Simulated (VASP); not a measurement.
Here is a VASP 6.6.1 calculation.

The input INCAR:

```
PREC = Accurate
ENCUT = 500
EDIFF = 1E-7
ISMEAR = 1
SIGMA = 0.05
LREAL = False
LASPH = True
NELM = 120
ALGO = Normal
ISIF = 3
LWAVE = False
LCHARG = False
GGA = CA
IBRION = 2
NSW = 80
EDIFFG = -0.02
GGA_COMPAT = False
NELMIN = 4
```

KPOINTS

```
Automatic mesh
0
Gamma
  7 7 7
```

Contents of POSCAR:

```
Pb
1.0
   -1.9650000000      1.9650000000      1.9650000000
    1.9650000000     -1.9650000000      1.9650000000
    1.9650000000      1.9650000000     -1.9650000000
Pb
1
Direct
    0.0000000000      0.0000000000      0.0000000000
```

Potentials or basis: VASP PAW LDA potentials, release 64 (Pb_d).

The run is started by

```console
$ cat potpaw_LDA.64/Pb_d/POTCAR > POTCAR
$ mpirun -np 1 vasp_std > vasp.out
```

What does it give for the band gap on the k mesh?

Zero (bands 7 and 8 overlap by 9.90 eV).

Estimate the relaxed cell.

a = 3.340 Å, b = 3.340 Å, c = 3.340 Å, α = 109.47°, β = 109.47°, γ = 109.47°.

Step by step:
```csv
step,energy change (eV),largest force (eV/Å),pressure (GPa),volume (Å³)
1,0.0000,0.0000,-2.78,30.35
2,-0.0133,0.0000,1.20,28.09
3,-0.0154,0.0000,0.00,28.67
```

Caveat: spin-orbit coupling is left out, which moves the levels of the heavy elements.
